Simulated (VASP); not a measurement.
Crystal: Rh.

```
CELL_PARAMETERS angstrom
-2.34940 2.34940 1.28164
2.34940 -2.34940 1.28164
2.34940 2.34940 -1.28164
ATOMIC_POSITIONS crystal
Rh 0.00000 0.00000 0.00000
Rh 0.75000 0.25000 0.50000
```

```yaml
Program: VASP 6.6.1
Task: relaxation of cell and atoms
Functional: r2SCAN
Potentials_or_basis: VASP PAW PBE potentials, release 64 (Rh_pv)
Cutoff: 550 eV
k_mesh: 8 × 8 × 8
Occupations: gaussian, width 0.1 eV
Spin: no spin polarisation
```

At the start: pressure 20.8 GPa; volume 14.15 Å³/atom.

Q: How do energy, volume and symmetry change on relaxing?

A: Over 9 steps the energy falls by 82.0 meV/atom and the volume is 15.30 Å³/atom (+8.1 %); space group I4_1/amd (No. 141, to 0.05 Å).

The path:
```csv
step,energy change (eV),largest force (eV/Å),pressure (GPa),volume (Å³)
1,0.0000,0.0000,20.78,28.30
2,0.3791,0.0000,-24.85,36.47
3,-0.1528,0.0000,-2.02,30.84
4,-0.1534,0.0000,-1.06,30.70
5,-0.1534,0.0000,-0.71,30.65
6,-0.1635,0.0000,0.79,30.51
7,-0.1638,0.0000,0.53,30.53
8,-0.1637,0.0000,-0.74,30.71
9,-0.1640,0.0000,0.00,30.60
```

Final structure:
```xyz
2
Lattice="-2.3794 2.3794 1.3512 2.3794 -2.3794 1.3512 2.3794 2.3794 -1.3512" Properties=species:S:1:pos:R:3 pbc="T T T"
Rh    0.0000    0.0000    0.0000
Rh    0.0000    2.3794    0.6756
```

Caveat: the PAW data sets were made with another functional, which shifts forces and pressure a little.
